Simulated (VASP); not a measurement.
Here is a VASP 6.6.1 calculation.

Contents of INCAR:

```
SYSTEM = Ti
  PREC = Accurate
  ENCUT = 520
  EDIFF = 1E-6
  ISMEAR = -1
  SIGMA = 0.05
  LREAL = .False.
  LASPH = .True.
  NELM = 100
  ALGO = Normal
  ISIF = 2
  LWAVE = .False.
  LCHARG = .True.
  GGA = PS
  IVDW = 12
  LELF = .True.
  LVHAR = .True.
  NBANDS = 19
```

Contents of KPOINTS:

```
Automatic mesh
0
Gamma
  10 10 6
  0 0 0
```

The input POSCAR:

```
Ti
1.0
    2.8639388387      0.0000000000      0.0000000000
   -1.4319694194      2.4802437892      0.0000000000
    0.0000000000      0.0000000000      4.5180044773
Ti
2
Direct
    0.6666666667      0.3333333333      0.7500000000
    0.3333333333      0.6666666667      0.2500000000
```

Potentials or basis: VASP PAW PBE potentials, release 64 (Ti_sv).

Launch:

```sh
$ cat potpaw_PBE.64/Ti_sv/POTCAR > POTCAR
$ mpirun -np 1 vasp_std > vasp.out
```

What does it give for the pressure?

-1.6 GPa.

What does it give for the dispersion energy per atom?

-0.650 eV.

What does it give for the band gap on the k mesh?

Zero (bands 12 and 13 overlap by 0.99 eV).

Caveat: three body term missing; the PAW data sets were made with another functional, which shifts forces and pressure a little.
